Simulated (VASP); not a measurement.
# BaTiO3 (P4mm) in VASP: single point with PBE

Aim: the single point of BaTiO3 with PBE.

Everything below comes from runs of VASP 6.6.1. Logs are shortened: lines on timing, memory, paths and dates and some standing lists are left out, and cuts for length are marked.

## Step 1: The cell of the first run

It takes space group P4mm (No. 99, tetragonal). The conventional cell has a = 3.985 Å, b = 3.985 Å, c = 4.202 Å, α = 90.00°, β = 90.00°, γ = 90.00°. Within 3.7 Å of Ba (site symmetry 4mm) lie 12 O at 2.80 to 2.99 Å and 8 Ti at 3.47 to 3.56 Å. Ti (site symmetry 4mm) has 6 O at 1.81 to 2.39 Å within 2.4 Å. Within 2.4 Å of O (site symmetry 4mm) lie 2 Ti at 1.81 to 2.39 Å. Within 3.0 Å of O (site symmetry 2mm) lie 2 Ti at 2.00 Å and 4 Ba at 2.80 to 2.99 Å and 8 O at 2.82 to 2.96 Å.

## Step 2: Single point, PBE

The input, INCAR:

```
PREC = Accurate
ENCUT = 1340
EDIFF = 1E-6
ISMEAR = 0
SIGMA = 0.05
LREAL = F
LASPH = T
NELM = 120
ALGO = Normal
ISIF = 2
LWAVE = F
LCHARG = T
GGA = PE
LELF = T
LVHAR = T
NBANDS = 28
GGA_COMPAT = F
```

The input, KPOINTS:

```
regular mesh
0
Gamma
  8 8 6
```

The input, POSCAR:

```
BaTiO3
1.0
    3.9853536613      0.0000000000      0.0000000000
    0.0000000000      3.9853536613      0.0000000000
    0.0000000000      0.0000000000      4.2018072460
Ba Ti O
1 1 3
Direct
    0.0000000000      0.0000000000      0.9863187693
    0.5000000000      0.5000000000      0.4690806688
    0.5000000000      0.5000000000      0.0378497747
    0.5000000000      0.0000000000      0.5173753936
    0.0000000000      0.5000000000      0.5173753936
```

Potentials or basis: VASP PAW PBE potentials, release 64 (Ba_sv, Ti_sv, O_h).

Command:

```console
cat potpaw_PBE.64/Ba_sv/POTCAR potpaw_PBE.64/Ti_sv/POTCAR potpaw_PBE.64/O_h/POTCAR > POTCAR
mpirun -np 1 vasp_std > vasp.out
```

OUTCAR:

```text
PREC = Accurate
   ENCUT = 1340
   EDIFF = 1E-6
   ISMEAR = 0
   LREAL = F
   LASPH = T
   NELM = 120
   ISIF = 2
   GGA = PE

 ion  position               nearest neighbor table
   1  0.000  0.000  0.986-   4 2.80   5 2.80   5 2.80   4 2.80   3 2.83   3 2.83   3 2.83   3 2.83
                             4 2.99   5 2.99   5 2.99   4 2.99   2 3.47   2 3.47   2 3.47   2 3.47
   2  0.500  0.500  0.469-   3 1.81   4 2.00   5 2.00   4 2.00   5 2.00   1 3.47   1 3.47   1 3.47
                             1 3.47   1 3.56   1 3.56   1 3.56   1 3.56
   3  0.500  0.500  0.038-   2 1.81   1 2.83   1 2.83   1 2.83   1 2.83
   4  0.500  0.000  0.517-   2 2.00   2 2.00   1 2.80   1 2.80   1 2.99   1 2.99
   5  0.000  0.500  0.517-   2 2.00   2 2.00   1 2.80   1 2.80   1 2.99   1 2.99

  LATTYP: Found a simple tetragonal cell.
 ALAT       =     3.9853536613
 C/A-ratio  =     1.0543122651

  Lattice vectors:

 A1 = (   3.9853536613,   0.0000000000,   0.0000000000)
 A2 = (   0.0000000000,   3.9853536613,   0.0000000000)
 A3 = (   0.0000000000,   0.0000000000,   4.2018072460)

Analysis of symmetry for initial positions (statically):
=====================================================================
 Subroutine PRICEL returns:
 Original cell was already a primitive cell.

 Routine SETGRP: Setting up the symmetry group for a
 simple tetragonal supercell.

 Subroutine GETGRP returns: Found  8 space group operations
 (whereof  8 operations were pure point group operations)
 out of a pool of 16 trial point group operations.

The static configuration has the point symmetry C_4v.

Analysis of symmetry for dynamics (positions and initial velocities):
=====================================================================
 Subroutine PRICEL returns:
 Original cell was already a primitive cell.

 Routine SETGRP: Setting up the symmetry group for a
 simple tetragonal supercell.

 Subroutine GETGRP returns: Found  8 space group operations
 (whereof  8 operations were pure point group operations)
 out of a pool of 16 trial point group operations.

The dynamic configuration has the point symmetry C_4v.

 Subroutine INISYM returns: Found  8 space group operations
 (whereof  8 operations are pure point group operations),
 and found     1 'primitive' translations

----------------------------------------------------------------------------------------

                                     Primitive cell

  volume of cell :      66.7375

  direct lattice vectors                    reciprocal lattice vectors
     3.985353661  0.000000000  0.000000000     0.250918760  0.000000000  0.000000000
     0.000000000  3.985353661  0.000000000     0.000000000  0.250918760  0.000000000
     0.000000000  0.000000000  4.201807246     0.000000000  0.000000000  0.237992831

  length of vectors
     3.985353661  3.985353661  4.201807246     0.250918760  0.250918760  0.237992831

  position of ions in fractional coordinates (direct lattice)
     0.000000000  0.000000000  0.986318769
     0.500000000  0.500000000  0.469080669
     0.500000000  0.500000000  0.037849775
     0.500000000  0.000000000  0.517375394
     0.000000000  0.500000000  0.517375394

  ion indices of the primitive-cell ions
   primitive index   ion index
                 1           1
                 2           2
                 3           3
                 4           4
                 5           5

----------------------------------------------------------------------------------------

 KPOINTS: regular mesh

Automatic generation of k-mesh.
 Grid dimensions read from file:
 generate k-points for:    8    8    6

 Generating k-lattice:

  Cartesian coordinates                     Fractional coordinates (reciprocal lattice)
     0.031364845  0.000000000  0.000000000     0.125000000  0.000000000  0.000000000
     0.000000000  0.031364845  0.000000000     0.000000000  0.125000000  0.000000000
     0.000000000  0.000000000  0.039665472     0.000000000  0.000000000  0.166666667

  Length of vectors
     0.031364845  0.031364845  0.039665472

  Shift w.r.t. Gamma in fractional coordinates (k-lattice)
     0.000000000  0.000000000  0.000000000

 Subroutine IBZKPT returns following result:
 ===========================================

 Found     60 irreducible k-points:

 Following reciprocal coordinates:
            Coordinates               Weight
  0.000000  0.000000  0.000000      1.000000
  0.125000  0.000000  0.000000      4.000000
  0.250000  0.000000  0.000000      4.000000
  0.375000  0.000000  0.000000      4.000000
  0.500000  0.000000  0.000000      2.000000
  0.125000  0.125000  0.000000      4.000000
[... 16 lines left out ...]
  0.375000  0.125000  0.166667     16.000000
  0.500000  0.125000  0.166667      8.000000
 [... further k-points ...]
   k-points           NKPTS =     60   k-points in BZ     NKDIM =     60   number of bands    NBANDS=     28
   number of dos      NEDOS =    301   number of ions     NIONS =      5
   total plane-waves  NPLWV = 115200
   dimension x,y,z NGX =    48 NGY =   48 NGZ =   50
   dimension x,y,z NGXF=    96 NGYF=   96 NGZF=  100
   ions per type =               1   1   3
   NGX,Y,Z   is equivalent  to a cutoff of  20.02, 20.02, 19.78 a.u.
   NGXF,Y,Z  is equivalent  to a cutoff of  40.05, 40.05, 39.57 a.u.
 SYSTEM =  unknown system
   PREC   = accura    normal or accurate (medium, high low for compatibility)
   ISTART =      0    job   : 0-new  1-cont  2-samecut
   ICHARG =      2    charge: 1-file 2-atom 10-const
   ISPIN  =      1    spin polarized calculation?
   LNONCOLLINEAR =      F non collinear calculations
   LSORBIT =      F    spin-orbit coupling
   LASPH  =      T    aspherical Exc in radial PAW
   ENCUT  = 1340.0 eV  98.49 Ry    9.92 a.u.  11.90 11.90 12.54*2*pi/ulx,y,z
   NELM   =    120;   NELMIN=  2; NELMDL= -5     # of ELM steps
   EDIFF  = 0.1E-05   stopping-criterion for ELM
   LREAL  =      F    real-space projection
   EDIFFG = 0.1E-04   stopping-criterion for IOM
   NSW    =      0    number of steps for IOM
   IBRION =     -1    ionic relax: 0-MD 1-quasi-New 2-CG
   NFREE  =      0    steps in history (QN), initial steepest desc. (CG)
   ISIF   =      2    stress and relaxation
   ISYM   =      2    0-nonsym 1-usesym 2-fastsym
   POTIM  = 0.5000    time-step for ionic-motion
   TEBEG  =    0.0;   TEEND  =   0.0 temperature during run
   PSTRESS=    0.0 pullay stress
   NELECT =      40.0000    total number of electrons
   NUPDOWN=      -1.0000    fix difference up-down
   EMIN   =  10.00;   EMAX   =-10.00  energy-range for DOS
   EFERMI =   0.00;   METHOD = LEGACY
   ISMEAR =     0;   SIGMA  =   0.05  broadening in eV -4-tet -1-fermi 0-gaus
   EFERMI_NEDOS =   21; number of points for ismear=-14 and -15
   IALGO  =     38    algorithm
   IMIX   =      4    mixing-type and parameters
     AMIX     =   0.40;   BMIX     =  1.00
     AMIX_MAG =   1.60;   BMIX_MAG =  1.00
  volume/ion in A,a.u.               =      13.35        90.07
  Fermi-wavevector in a.u.,A,eV,Ry     =   1.380294  2.608377 25.921970  1.905211
  Thomas-Fermi vector in A             =   2.505184
   LORBIT       =      0    0 simple, 1 ext, 2 COOP (PROOUT), +10 PAW based schemes
   GGA     = PE    functional components
   LHFCALC =     F    Hartree Fock is set to
   AEXX    =    0.0000 exact exchange contribution
   IVDW    =     0    specifies the selected vdW correction
   LEPSILON=     F    determine dielectric tensor
   LRPA    =     F    only Hartree local field effects (RPA)
 non-spin polarized calculation
 Gauss-broadening in eV      SIGMA  =   0.05
  energy-cutoff  :     1340.00
  volume of cell :       66.74
 maximum number of plane-waves:      7476
 NGX is ok and might be reduce to    48
   NGX = 23   NGY = 23   NGZ = 25

 number of electron      40.0000002 magnetization

 Free energy of the ion-electron system (eV)
  ---------------------------------------------------
  ext. energy  EPLUGINS =         0.00000000
  ---------------------------------------------------
  free energy    TOTEN  =       -40.07043018 eV

  energy without entropy =      -40.07043018  energy(sigma->0) =      -40.07043018

 E-fermi :   4.3924     XC(G=0): -11.0263

 val. band max:        4.0876512465   @ k =   0.5000   0.5000   0.5000
 cond. band min:       5.8816820428   @ k =   0.0000   0.0000   0.0000
 fundamental gap:      1.7940307963
 Fermi energy:         4.3923918889

 k-point     1 :       0.0000    0.0000    0.0000
  band No.  band energies     occupation
      1     -52.5598      2.00000
      2     -28.8949      2.00000
      3     -28.7569      2.00000
      4     -28.7569      2.00000
      5     -21.0984      2.00000
      6     -12.9235      2.00000
[... 20 lines left out ...]
     27       9.1672      0.00000
     28      10.7504      0.00000

 k-point     2 :       0.1250    0.0000    0.0000
  band No.  band energies     occupation
      1     -52.5597      2.00000
      2     -28.8946      2.00000
      3     -28.7647      2.00000
      4     -28.7566      2.00000
      5     -21.0827      2.00000
      6     -12.9277      2.00000
[... 20 lines left out ...]
     27       9.4555      0.00000
     28      11.1259      0.00000

 k-point     3 :       0.2500    0.0000    0.0000
  band No.  band energies     occupation
      1     -52.5593      2.00000
      2     -28.8938      2.00000
      3     -28.7836      2.00000
      4     -28.7559      2.00000
      5     -21.0443      2.00000
      6     -12.9789      2.00000
[... 20 lines left out ...]
     27      10.1638      0.00000
     28      12.0262      0.00000

 k-point     4 :       0.3750    0.0000    0.0000
  band No.  band energies     occupation
      1     -52.5589      2.00000
      2     -28.8930      2.00000
      3     -28.8024      2.00000
      4     -28.7552      2.00000
      5     -21.0052      2.00000
      6     -13.0682      2.00000
[... 578 lines left out ...]
     27      10.6540      0.00000
     28      11.8335      0.00000

 k-point    23 :       0.3750    0.1250    0.1667
  band No.  band energies     occupation
      1     -52.5587      2.00000
      2     -28.8996      2.00000
      3     -28.8014      2.00000
      4     -28.7626      2.00000
      5     -20.9824      2.00000
      6     -12.9206      2.00000
[... 20 lines left out ...]
     27      11.4172      0.00000
     28      12.2305      0.00000

 k-point    24 :       0.5000    0.1250    0.1667
  band No.  band energies     occupation
      1     -52.5585      2.00000
      2     -28.8993      2.00000
      3     -28.8091      2.00000
      4     -28.7623      2.00000
      5     -20.9677      2.00000
      6     -12.9464      2.00000
[... 20 lines left out ...]
     27      11.7456      0.00000
     28      12.3718      0.00000

 [... further k-points ...]

------------------------ aborting loop because EDIFF is reached ----------------------------------------

  FORCE on cell =-STRESS in cart. coord.  units (eV):
  Direction    XX          YY          ZZ          XY          YZ          ZX
  --------------------------------------------------------------------------------------
  -------------------------------------------------------------------------------------
  Total        0.5789851      0.5789851      0.5613436      0.0000000     -0.0000000      0.0000000
  in kB       13.8997867     13.8997867     13.4762630      0.0000000     -0.0000000      0.0000000
  external PRESSURE =      13.7586121 kB  Pullay stress =       0.0000000 kB

 VOLUME and BASIS-vectors are now :
 -----------------------------------------------------------------------------
  energy-cutoff  :     1340.00
  volume of cell :       66.74
      direct lattice vectors                 reciprocal lattice vectors
     3.985353661  0.000000000  0.000000000     0.250918760  0.000000000  0.000000000
     0.000000000  3.985353661  0.000000000     0.000000000  0.250918760  0.000000000
     0.000000000  0.000000000  4.201807246     0.000000000  0.000000000  0.237992831

 POSITION                                       TOTAL-FORCE (eV/Angst)
 -----------------------------------------------------------------------------------
      0.00000      0.00000      4.14432         0.000000      0.000000      0.049365
      1.99268      1.99268      1.97099         0.000000      0.000000      0.039022
      1.99268      1.99268      0.15904        -0.000000     -0.000000     -0.042678
      1.99268      0.00000      2.17391         0.000000      0.000000     -0.022855
      0.00000      1.99268      2.17391         0.000000     -0.000000     -0.022855
 -----------------------------------------------------------------------------------
    total drift:                                0.000000      0.000000     -0.000575

  FREE ENERGIE OF THE ION-ELECTRON SYSTEM (eV)
  ---------------------------------------------------
  free  energy   TOTEN  =       -40.0704301801 eV

  energy  without entropy=      -40.0704301801  energy(sigma->0) =      -40.07043018
```

Run time: 6.5 min. Hardware: 1 thread of AMD EPYC 7R13 (Zen 3), shared host; peak memory 0.63 GiB.

What came out:

| Property | Result |
| --- | --- |
| Free energy | -40.0704 eV |
| Pressure | 1.4 GPa |
| Largest force | 0.049 eV/Å |
| Band gap on the k mesh | 1.79 eV (least direct gap 2.36 eV) |

Forces on the atoms (eV/Å):
```
Ba   0.000  0.000  0.049
Ti   0.000  0.000  0.039
O    0.000  0.000 -0.043
O    0.000  0.000 -0.023
O    0.000  0.000 -0.023
```

Levels at points of the mesh, in eV from the valence-band top:
```
           k point  band 18  band 19  band 20  band 21  band 22  band 23
(0.00, 0.00, 0.00)    -0.94    -0.56    -0.56     1.79     2.44     2.44
(0.50, 0.00, 0.00)    -1.71    -1.58    -1.35     2.51     3.42     3.53
(0.50, 0.50, 0.00)    -1.17    -1.17    -0.06     3.56     3.56     3.90
(0.00, 0.00, 0.50)    -2.00    -0.74    -0.74     1.92     3.44     3.44
(0.50, 0.00, 0.50)    -1.18    -1.09    -0.52     3.45     3.47     3.71
(0.50, 0.50, 0.50)    -0.46    -0.46     0.00     3.95     3.95     4.06
```

Caveat: spin-orbit coupling is left out, which moves the levels of the heavy elements.
